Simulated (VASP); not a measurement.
# Re (I4_1/amd) in VASP: a series of runs, part 2 of 2

VASP 6.6.1. The steps go on from the part before.

**3. Single point, PBE**

This run uses another cell than the first one, of 16.49 Å³/atom.

INCAR reads:

```
PREC = Accurate
ENCUT = 600
EDIFF = 1E-6
ISMEAR = 0
SIGMA = 0.1
LREAL = F
LASPH = T
NELM = 120
ALGO = Normal
ISIF = 2
LWAVE = F
LCHARG = F
GGA = PE
NBANDS = 14
GGA_COMPAT = F
```

KPOINTS reads:

```
Automatic mesh
0
Gamma
  8 8 8
```

POSCAR reads:

```
Re
1.0
   -2.5114802941      2.5114802941      1.3068101127
    2.5114802941     -2.5114802941      1.3068101127
    2.5114802941      2.5114802941     -1.3068101127
Re
2
Direct
    0.0000000000      0.0000000000      0.0000000000
    0.7500000000      0.2500000000      0.5000000000
```

Potentials or basis: VASP PAW PBE potentials, release 64 (Re).

Run with:

```bash
> cat potpaw_PBE.64/Re/POTCAR > POTCAR
> mpirun -np 1 vasp_std > vasp.out
```

OUTCAR:

```text
PREC = Accurate
   ENCUT = 600
   EDIFF = 1E-6
   ISMEAR = 0
   LREAL = F
   LASPH = T
   NELM = 120
   ISIF = 2
   GGA = PE

 ion  position               nearest neighbor table
   1  0.000  0.000  0.000-   2 2.60   2 2.60   2 2.60   2 2.60   2 3.19   2 3.19   2 3.19   2 3.19

   2  0.750  0.250  0.500-   1 2.60   1 2.60   1 2.60   1 2.60   1 3.19   1 3.19   1 3.19   1 3.19

  LATTYP: Found a body centered tetragonal cell.
 ALAT       =     5.0229605882
 C/A-ratio  =     0.5203346074

  Lattice vectors:

 A1 = (  -2.5114802941,   2.5114802941,   1.3068101127)
 A2 = (   2.5114802941,  -2.5114802941,   1.3068101127)
 A3 = (   2.5114802941,   2.5114802941,  -1.3068101127)

Analysis of symmetry for initial positions (statically):
=====================================================================
 Subroutine PRICEL returns:
 Original cell was already a primitive cell.

 Routine SETGRP: Setting up the symmetry group for a
 body centered tetragonal supercell.

 Subroutine GETGRP returns: Found 16 space group operations
 (whereof  8 operations were pure point group operations)
 out of a pool of 16 trial point group operations.

The static configuration has the point symmetry D_2d.
[... 169 lines left out ...]

 k-point     1 :       0.0000    0.0000    0.0000
  band No.  band energies     occupation
      1      -2.4228      2.00000
      2       0.8565      2.00000
      3       2.2780      2.00000
      4       2.3865      2.00000
      5       3.3377      2.00000
      6       8.2906      0.00000
      7       8.2906      0.00000
      8       8.3274      0.00000
      9       8.3274      0.00000
     10      10.5317      0.00000
     11      12.1403      0.00000
     12      12.1403      0.00000
     13      12.2494      0.00000
     14      21.3685      0.00000
[... 377 lines left out ...]
      1       1.3710      2.00000
      2       1.5793      2.00000
      3       2.5697      2.00000
      4       3.7983      2.00000
      5       4.5918      2.00000
      6       6.3712      2.00000
      7       6.9111      1.96034
      8       8.4333      0.00000
      9       9.0812      0.00000
     10      10.5085      0.00000
     11      12.0246      0.00000
     12      14.2644      0.00000
     13      15.1528      0.00000
     14      15.6321      0.00000

 [... further k-points ...]
[... 5 lines left out ...]
  --------------------------------------------------------------------------------------
  -------------------------------------------------------------------------------------
  Total       -0.1808248     -0.1808248     -0.1376849      0.0000000     -0.0000000      0.0000000
  in kB       -8.7869196     -8.7869196     -6.6905980      0.0000000     -0.0000000      0.0000000
  external PRESSURE =      -8.0881457 kB  Pullay stress =       0.0000000 kB

 VOLUME and BASIS-vectors are now :
 -----------------------------------------------------------------------------
  energy-cutoff  :      600.00
  volume of cell :       32.97
      direct lattice vectors                 reciprocal lattice vectors
    -2.511480294  2.511480294  1.306810113     0.000000000  0.199085775  0.382611058
     2.511480294 -2.511480294  1.306810113     0.199085775  0.000000000  0.382611058
     2.511480294  2.511480294 -1.306810113     0.199085775  0.199085775  0.000000000

 POSITION                                       TOTAL-FORCE (eV/Angst)
 -----------------------------------------------------------------------------------
      0.00000      0.00000      0.00000         0.000000      0.000000     -0.000000
      0.00000      2.51148      0.65341        -0.000000     -0.000000      0.000000
 -----------------------------------------------------------------------------------
    total drift:                                0.000000     -0.000000      0.000000

  FREE ENERGIE OF THE ION-ELECTRON SYSTEM (eV)
  ---------------------------------------------------
  free  energy   TOTEN  =       -22.8651665512 eV

  energy  without entropy=      -22.8489388865  energy(sigma->0) =      -22.85705272
```

OSZICAR:

```text
N       E                     dE             d eps       ncg     rms          rms(c)
DAV:   1     0.282830916634E+02    0.28283E+02   -0.72772E+03  3304   0.131E+03
DAV:   2    -0.225867065959E+02   -0.50870E+02   -0.44365E+02  2746   0.276E+02
DAV:   3    -0.239300089061E+02   -0.13433E+01   -0.12983E+01  2534   0.521E+01
DAV:   4    -0.239463687994E+02   -0.16360E-01   -0.16263E-01  2568   0.393E+00
DAV:   5    -0.239467222669E+02   -0.35347E-03   -0.35343E-03  2562   0.109E+00    0.361E+01
DAV:   6    -0.231299681645E+02    0.81675E+00   -0.72796E-01  2820   0.228E+01    0.151E+01
DAV:   7    -0.228751758798E+02    0.25479E+00   -0.47146E-01  2852   0.179E+01    0.531E-01
DAV:   8    -0.228655283093E+02    0.96476E-02   -0.85604E-03  2530   0.650E-01    0.133E-01
DAV:   9    -0.228651472014E+02    0.38111E-03   -0.44371E-04  2844   0.231E-01    0.297E-02
DAV:  10    -0.228651683588E+02   -0.21157E-04   -0.43488E-05  2680   0.534E-02    0.910E-03
DAV:  11    -0.228651671916E+02    0.11671E-05   -0.22042E-07  1282   0.212E-02    0.386E-03
DAV:  12    -0.228651665512E+02    0.64042E-06   -0.24462E-07  1186   0.180E-02
   1 F= -.22865167E+02 E0= -.22857053E+02  d E =-.162277E-01
```

stdout:

```text
POSCAR found type information on POSCAR Re
 POSCAR found :  1 types and       2 ions
 scaLAPACK will be used
 LDA part: xc-table for (Slater+PW92), standard interpolation
 POSCAR, INCAR and KPOINTS ok, starting setup
 FFT: planning ... GRIDC
 FFT: planning ... GRID_SOFT
 FFT: planning ... GRID
 WAVECAR not read
 entering main loop
```

Wall time 32 s (1 thread of Intel Xeon 8259CL, shared host); peak memory 0.19 GiB.

Results:

* Free energy: -22.8652 eV
* Pressure: -0.8 GPa
* Band gap on the k mesh: zero (bands 7 and 8 overlap by 1.88 eV)

Levels at points of the mesh, in eV from the Fermi level:
```
           k point  band 5  band 6  band 7  band 8  band 9  band 10
(0.00, 0.00, 0.00)   -3.72    1.23    1.23    1.27    1.27     3.48
(0.50, 0.00, 0.00)   -1.38   -1.31   -0.66    1.00    1.98     2.33
(0.50, 0.50, 0.00)   -2.25   -2.25   -0.52   -0.52    2.14     2.14
(0.50, 0.50, 0.50)   -0.97   -0.97    0.00    0.00    1.67     1.67
```

Caveat: spin-orbit coupling is left out, which moves the levels of the heavy elements.

**4. Relaxation of cell and atoms, PBE**

INCAR reads:

```
SYSTEM = Re
PREC = Accurate
ENCUT = 600
EDIFF = 1E-7
ISMEAR = 0
SIGMA = 0.1
LREAL = .False.
LASPH = .True.
NELM = 120
ALGO = Normal
ISIF = 3
LWAVE = .False.
LCHARG = .False.
GGA = PE
IBRION = 2
NSW = 90
EDIFFG = -0.04
GGA_COMPAT = .False.
NELMIN = 4
```

KPOINTS reads:

```
regular mesh
0
Gamma
  8 8 8
  0 0 0
```

POSCAR reads:

```
Re
1.0
   -2.4064138552      2.4064138552      1.3127431791
    2.4064138552     -2.4064138552      1.3127431791
    2.4064138552      2.4064138552     -1.3127431791
Re
2
Direct
    0.0000000000      0.0000000000      0.0000000000
    0.7500000000      0.2500000000      0.5000000000
```

Run with:

```bash
> cat potpaw_PBE.64/Re/POTCAR > POTCAR
> mpirun -np 1 vasp_std > vasp.out
```

Run time: 2.9 min. Hardware: 1 thread of Intel Xeon 8259CL, shared host; peak memory 0.19 GiB.

Results (log left out):

| Property | Result |
| --- | --- |
| Free energy | -22.8643 eV |
| Relaxed volume | 16.44 Å³/atom |
| Relaxed cell | a = 3.780 Å, b = 3.780 Å, c = 3.780 Å, α = 96.86°, β = 96.86°, γ = 139.56° |
| Space group after relaxing (to 0.1 Å) | I4_1/amd (No. 141) |
| Pressure after relaxing | 0.0 GPa |
| Band gap on the k mesh | zero (bands 7 and 8 overlap by 1.88 eV) |

Final structure:
```
Re
1.0
    -2.50820    2.50820    1.30634
     2.50820   -2.50820    1.30634
     2.50820    2.50820   -1.30634
Re
2
Direct
  0.00000 0.00000 0.00000
  0.75000 0.25000 0.50000
```

Levels at points of the mesh, in eV from the Fermi level:
```csv
k point,band 4,band 5,band 6,band 7,band 8,band 9,band 10,band 11
"(0.00, 0.00, 0.00)",-4.68,-3.73,1.23,1.23,1.27,1.27,3.50,5.11
"(0.50, 0.00, 0.00)",-3.51,-1.39,-1.31,-0.66,1.00,1.99,2.34,5.92
"(0.50, 0.50, 0.00)",-3.89,-2.25,-2.25,-0.53,-0.53,2.15,2.15,2.40
"(0.50, 0.50, 0.50)",-3.61,-0.97,-0.97,0.00,0.00,1.66,1.67,1.71
```

Caveat: spin-orbit coupling is left out, which moves the levels of the heavy elements.

**5. Overview**

| task | cell | gap on the mesh (eV) | pressure (GPa) |
| --- | --- | --- | --- |
| single point | a = 3.648 Å, angles 97.4, 97.4, 137.8°, 2 atoms | none | 27.3 |
| single point | a = 3.785 Å, angles 96.8, 96.8, 139.6°, 2 atoms | none | -0.8 |
| relaxation of cell and atoms | relaxed from a = 3.648 Å, angles 97.4, 97.4, 137.8°, 2 atoms | none | 0.0 |

Alike in all rows: level PBE; potentials or basis VASP PAW PBE potentials, release 64 (Re); no spin polarisation; k mesh 8 × 8 × 8; cutoff (eV) 600; smearing gaussian 0.1 eV.

Caveats: spin-orbit coupling is left out, which moves the levels of the heavy elements; the stress differs along the axes, from 15 to 34 GPa (at least some runs).

Total energies depend on the potentials used, so only differences within one code and one set of settings carry meaning.
